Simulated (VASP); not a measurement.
# RbPb4Cl (F-43m) in VASP: single point with PBEsol

Aim: the single point of RbPb4Cl with PBEsol.

All numbers are computed with VASP 6.6.1; they aren't measurements. Logs are shortened: lines on timing, memory, paths and dates and some standing lists are left out, and cuts for length are marked.

### Step 1. The cell of the first run

It takes space group F-43m (No. 216, cubic). Conventional cell: a = 9.513 Å, b = 9.513 Å, c = 9.513 Å, α = 90.00°, β = 90.00°, γ = 90.00°. Within 5.2 Å of Rb (site symmetry -43m) lie 12 Pb at 3.94 Å and 6 Cl at 4.76 Å. Cl (site symmetry -43m) has 4 Pb at 2.09 Å within 2.8 Å. Pb (site symmetry 3m) has 1 Cl at 2.09 Å within 2.8 Å.

### Step 2. Single point, PBEsol

Contents of INCAR:

```
PREC = Accurate
ENCUT = 520
EDIFF = 1E-7
ISMEAR = -1
SIGMA = 0.1
LREAL = False
LASPH = True
NELM = 100
ALGO = Normal
ISIF = 2
LWAVE = False
LCHARG = False
GGA = PS
NBANDS = 45
```

Contents of KPOINTS:

```
Automatic mesh
0
Gamma
  4 4 4
```

Contents of POSCAR:

```
RbPb4Cl
1.0
    0.0000000000      4.7565210000      4.7565210000
    4.7565210000      0.0000000000      4.7565210000
    4.7565210000      4.7565210000      0.0000000000
Rb Cl Pb
1 1 4
Direct
    0.5000000000      0.5000000000      0.5000000000
    0.0000000000      0.0000000000      0.0000000000
    0.1270000000      0.1270000000      0.1270000000
    0.6190000000      0.1270000000      0.1270000000
    0.1270000000      0.1270000000      0.6190000000
    0.1270000000      0.6190000000      0.1270000000
```

Potentials or basis: VASP PAW PBE potentials, release 64 (Rb_sv, Cl, Pb_d).

Run with:

```bash
> cat potpaw_PBE.64/Rb_sv/POTCAR potpaw_PBE.64/Cl/POTCAR potpaw_PBE.64/Pb_d/POTCAR > POTCAR
> mpirun -np 1 vasp_std > vasp.out
```

OUTCAR:

```text
PREC = Accurate
   ENCUT = 520
   EDIFF = 1E-7
   ISMEAR = -1
   LREAL = False
   LASPH = True
   NELM = 100
   ISIF = 2
   GGA = PS

 ion  position               nearest neighbor table
   1  0.500  0.500  0.500-   4 3.94   5 3.94   6 3.94   3 3.94   3 3.94   3 3.94   6 3.94   4 3.94
                             6 3.94   5 3.94   4 3.94   5 3.94
   2  0.000  0.000  0.000-   4 2.09   5 2.09   6 2.09   3 2.09
   3  0.127  0.127  0.127-   2 2.09   4 3.31   5 3.31   6 3.31   5 3.42   6 3.42   4 3.42   1 3.94
                             1 3.94   1 3.94
   4  0.619  0.127  0.127-   2 2.09   3 3.31   5 3.31   6 3.31   5 3.42   6 3.42   3 3.42   1 3.94
                             1 3.94   1 3.94
   5  0.127  0.127  0.619-   2 2.09   3 3.31   4 3.31   6 3.31   3 3.42   6 3.42   4 3.42   1 3.94
                             1 3.94   1 3.94
   6  0.127  0.619  0.127-   2 2.09   3 3.31   4 3.31   5 3.31   3 3.42   5 3.42   4 3.42   1 3.94
                             1 3.94   1 3.94

  LATTYP: Found a face centered cubic cell.
 ALAT       =     9.5130420000

  Lattice vectors:

 A1 = (   0.0000000000,   4.7565210000,   4.7565210000)
 A2 = (   4.7565210000,   0.0000000000,   4.7565210000)
 A3 = (   4.7565210000,   4.7565210000,   0.0000000000)

Analysis of symmetry for initial positions (statically):
=====================================================================
 Subroutine PRICEL returns:
 Original cell was already a primitive cell.

 Routine SETGRP: Setting up the symmetry group for a
 face centered cubic supercell.

 Subroutine GETGRP returns: Found 24 space group operations
 (whereof 24 operations were pure point group operations)
 out of a pool of 48 trial point group operations.

The static configuration has the point symmetry T_d .

Analysis of symmetry for dynamics (positions and initial velocities):
=====================================================================
 Subroutine PRICEL returns:
 Original cell was already a primitive cell.

 Routine SETGRP: Setting up the symmetry group for a
 face centered cubic supercell.

 Subroutine GETGRP returns: Found 24 space group operations
 (whereof 24 operations were pure point group operations)
 out of a pool of 48 trial point group operations.

The dynamic configuration has the point symmetry T_d .

 Subroutine INISYM returns: Found 24 space group operations
 (whereof 24 operations are pure point group operations),
 and found     1 'primitive' translations

----------------------------------------------------------------------------------------

                                     Primitive cell

  volume of cell :     215.2277

  direct lattice vectors                    reciprocal lattice vectors
     0.000000000  4.756521000  4.756521000    -0.105118846  0.105118846  0.105118846
     4.756521000  0.000000000  4.756521000     0.105118846 -0.105118846  0.105118846
     4.756521000  4.756521000  0.000000000     0.105118846  0.105118846 -0.105118846

  length of vectors
     6.726736508  6.726736508  6.726736508     0.182071183  0.182071183  0.182071183

  position of ions in fractional coordinates (direct lattice)
     0.500000000  0.500000000  0.500000000
     0.000000000  0.000000000  0.000000000
     0.127000000  0.127000000  0.127000000
     0.619000000  0.127000000  0.127000000
     0.127000000  0.127000000  0.619000000
     0.127000000  0.619000000  0.127000000

  ion indices of the primitive-cell ions
   primitive index   ion index
                 1           1
                 2           2
                 3           3
                 4           4
                 5           5
                 6           6

----------------------------------------------------------------------------------------

 KPOINTS: Automatic mesh

Automatic generation of k-mesh.
 Grid dimensions read from file:
 generate k-points for:    4    4    4

 Generating k-lattice:

  Cartesian coordinates                     Fractional coordinates (reciprocal lattice)
    -0.026279712  0.026279712  0.026279712     0.250000000  0.000000000  0.000000000
     0.026279712 -0.026279712  0.026279712     0.000000000  0.250000000  0.000000000
     0.026279712  0.026279712 -0.026279712     0.000000000  0.000000000  0.250000000

  Length of vectors
     0.045517796  0.045517796  0.045517796

  Shift w.r.t. Gamma in fractional coordinates (k-lattice)
     0.000000000  0.000000000  0.000000000

 Subroutine IBZKPT returns following result:
 ===========================================

 Found      8 irreducible k-points:

 Following reciprocal coordinates:
            Coordinates               Weight
  0.000000  0.000000  0.000000      1.000000
  0.250000  0.000000  0.000000      8.000000
  0.500000  0.000000  0.000000      4.000000
  0.250000  0.250000  0.000000      6.000000
  0.500000  0.250000  0.000000     24.000000
 -0.250000  0.250000  0.000000     12.000000
  0.500000  0.500000  0.000000      3.000000
 -0.250000  0.500000  0.250000      6.000000
   k-points           NKPTS =      8   k-points in BZ     NKDIM =      8   number of bands    NBANDS=     45
   number of dos      NEDOS =    301   number of ions     NIONS =      6
   total plane-waves  NPLWV = 125000
   dimension x,y,z NGX =    50 NGY =   50 NGZ =   50
   dimension x,y,z NGXF=   100 NGYF=  100 NGZF=  100
   ions per type =               1   1   4
   NGX,Y,Z   is equivalent  to a cutoff of  12.36, 12.36, 12.36 a.u.
   NGXF,Y,Z  is equivalent  to a cutoff of  24.71, 24.71, 24.71 a.u.
 SYSTEM =  unknown system
   PREC   = accura    normal or accurate (medium, high low for compatibility)
   ISTART =      0    job   : 0-new  1-cont  2-samecut
   ICHARG =      2    charge: 1-file 2-atom 10-const
   ISPIN  =      1    spin polarized calculation?
   LNONCOLLINEAR =      F non collinear calculations
   LSORBIT =      F    spin-orbit coupling
   LASPH  =      T    aspherical Exc in radial PAW
   ENCUT  =  520.0 eV  38.22 Ry    6.18 a.u.  12.51 12.51 12.51*2*pi/ulx,y,z
   NELM   =    100;   NELMIN=  2; NELMDL= -5     # of ELM steps
   EDIFF  = 0.1E-06   stopping-criterion for ELM
   LREAL  =      F    real-space projection
   EDIFFG = 0.1E-05   stopping-criterion for IOM
   NSW    =      0    number of steps for IOM
   IBRION =     -1    ionic relax: 0-MD 1-quasi-New 2-CG
   NFREE  =      0    steps in history (QN), initial steepest desc. (CG)
   ISIF   =      2    stress and relaxation
   ISYM   =      2    0-nonsym 1-usesym 2-fastsym
   POTIM  = 0.5000    time-step for ionic-motion
   TEBEG  =    0.0;   TEEND  =   0.0 temperature during run
   PSTRESS=    0.0 pullay stress
   NELECT =      72.0000    total number of electrons
   NUPDOWN=      -1.0000    fix difference up-down
   EMIN   =  10.00;   EMAX   =-10.00  energy-range for DOS
   EFERMI =   0.00;   METHOD = LEGACY
   ISMEAR =    -1;   SIGMA  =   0.10  broadening in eV -4-tet -1-fermi 0-gaus
   EFERMI_NEDOS =   21; number of points for ismear=-14 and -15
   IALGO  =     38    algorithm
   IMIX   =      4    mixing-type and parameters
     AMIX     =   0.40;   BMIX     =  1.00
     AMIX_MAG =   1.60;   BMIX_MAG =  1.00
  volume/ion in A,a.u.               =      35.87       242.07
  Fermi-wavevector in a.u.,A,eV,Ry     =   1.136457  2.147592 17.572386  1.291534
  Thomas-Fermi vector in A             =   2.273162
   LORBIT       =      0    0 simple, 1 ext, 2 COOP (PROOUT), +10 PAW based schemes
   GGA     = PS    functional components
   LHFCALC =     F    Hartree Fock is set to
   AEXX    =    0.0000 exact exchange contribution
   IVDW    =     0    specifies the selected vdW correction
   LEPSILON=     F    determine dielectric tensor
   LRPA    =     F    only Hartree local field effects (RPA)
 non-spin polarized calculation
  energy-cutoff  :      520.00
  volume of cell :      215.23
 maximum number of plane-waves:      5822
   NGX = 25   NGY = 25   NGZ = 25

 number of electron      71.9999997 magnetization

 Free energy of the ion-electron system (eV)
  ---------------------------------------------------
  ext. energy  EPLUGINS =         0.00000000
  ---------------------------------------------------
  free energy    TOTEN  =        -6.83664045 eV

  energy without entropy =       -6.59551027  energy(sigma->0) =       -6.71607536

 E-fermi :   4.1381     XC(G=0):  -8.5892

 val. band max:        4.1312882060   @ k =   0.5000   0.2500   0.0000
 cond. band min:       4.1424596319   @ k =   0.2500   0.0000   0.0000
 fundamental gap:      0.0111714259
 Fermi energy:         4.1381207294

 k-point     1 :       0.0000    0.0000    0.0000
  band No.  band energies     occupation
      1     -22.9837      2.00000
      2     -19.2829      2.00000
      3     -14.2725      2.00000
      4     -14.2725      2.00000
      5     -14.2725      2.00000
      6     -13.4246      2.00000
[... 37 lines left out ...]
     44       8.5387      0.00000
     45       8.5387      0.00000

 k-point     2 :       0.2500    0.0000    0.0000
  band No.  band energies     occupation
      1     -22.9837      2.00000
      2     -19.2705      2.00000
      3     -14.3004      2.00000
      4     -14.2507      2.00000
      5     -14.2507      2.00000
      6     -13.4011      2.00000
[... 37 lines left out ...]
     44       8.5342      0.00000
     45       8.6151      0.00000

 k-point     3 :       0.5000    0.0000    0.0000
  band No.  band energies     occupation
      1     -22.9836      2.00000
      2     -19.2579      2.00000
      3     -14.3302      2.00000
      4     -14.2284      2.00000
      5     -14.2284      2.00000
      6     -13.4174      2.00000
[... 229 lines left out ...]
     44       9.1272      0.00000
     45       9.1280      0.00000

 k-point     8 :      -0.2500    0.5000    0.2500
  band No.  band energies     occupation
      1     -22.9836      2.00000
      2     -19.2494      2.00000
      3     -14.3777      2.00000
      4     -14.2056      2.00000
      5     -14.1890      2.00000
      6     -13.4241      2.00000
[... 37 lines left out ...]
     44       8.4999      0.00000
     45       9.1757      0.00000

------------------------ aborting loop because EDIFF is reached ----------------------------------------

  FORCE on cell =-STRESS in cart. coord.  units (eV):
  Direction    XX          YY          ZZ          XY          YZ          ZX
  --------------------------------------------------------------------------------------
  -------------------------------------------------------------------------------------
  Total       32.3256546     32.3256546     32.3256546      0.0000000     -0.0000000     -0.0000000
  in kB      240.6354789    240.6354789    240.6354789      0.0000000     -0.0000000     -0.0000000
  external PRESSURE =     240.6354789 kB  Pullay stress =       0.0000000 kB

 VOLUME and BASIS-vectors are now :
 -----------------------------------------------------------------------------
  energy-cutoff  :      520.00
  volume of cell :      215.23
      direct lattice vectors                 reciprocal lattice vectors
     0.000000000  4.756521000  4.756521000    -0.105118846  0.105118846  0.105118846
     4.756521000  0.000000000  4.756521000     0.105118846 -0.105118846  0.105118846
     4.756521000  4.756521000  0.000000000     0.105118846  0.105118846 -0.105118846

 POSITION                                       TOTAL-FORCE (eV/Angst)
 -----------------------------------------------------------------------------------
      4.75652      4.75652      4.75652        -0.000000     -0.000000     -0.000000
      0.00000      0.00000      0.00000        -0.000000     -0.000000     -0.000000
      1.20816      1.20816      1.20816         5.846135      5.846135      5.846135
      1.20816      3.54836      3.54836         5.846135     -5.846135     -5.846135
      3.54836      3.54836      1.20816        -5.846135     -5.846135      5.846135
      3.54836      1.20816      3.54836        -5.846135      5.846135     -5.846135
 -----------------------------------------------------------------------------------
    total drift:                               -0.000004     -0.000004     -0.000004

  FREE ENERGIE OF THE ION-ELECTRON SYSTEM (eV)
  ---------------------------------------------------
  free  energy   TOTEN  =        -6.8366404466 eV

  energy  without entropy=       -6.5955102672  energy(sigma->0) =       -6.71607536
```

It took 2.4 min on 1 thread of Intel Xeon Platinum 8259CL at 2.50GHz (Skylake/Cascade Lake), shared host; peak memory 0.37 GiB.

Results:

```yaml
Free_energy: -6.8366 eV
Pressure: 24.1 GPa
Largest_force: 10.126 eV/Å
Band_gap_on_the_k_mesh: zero (bands 36 and 37 overlap by 0.22 eV)
```

Forces on the atoms (eV/Å):
```
Rb   0.000  0.000  0.000
Cl   0.000  0.000  0.000
Pb   5.846  5.846  5.846
Pb   5.846 -5.846 -5.846
Pb  -5.846 -5.846  5.846
Pb  -5.846  5.846 -5.846
```

Levels at points of the mesh, in eV from the Fermi level:
```tsv
k point	band 33	band 34	band 35	band 36	band 37	band 38	band 39	band 40
(0.00, 0.00, 0.00)	-1.53	-1.53	-0.10	0.06	0.06	0.06	3.29	3.90
(0.50, 0.00, 0.00)	-1.50	-1.01	-1.01	-0.06	-0.06	1.29	1.49	1.49
(0.50, 0.50, 0.00)	-1.95	-1.27	-0.41	-0.41	-0.08	1.01	2.17	2.42
```

Caveat: the cell stands under pressure; the PAW data sets were made with another functional, which shifts forces and pressure a little; spin-orbit coupling is left out, which moves the levels of the heavy elements.
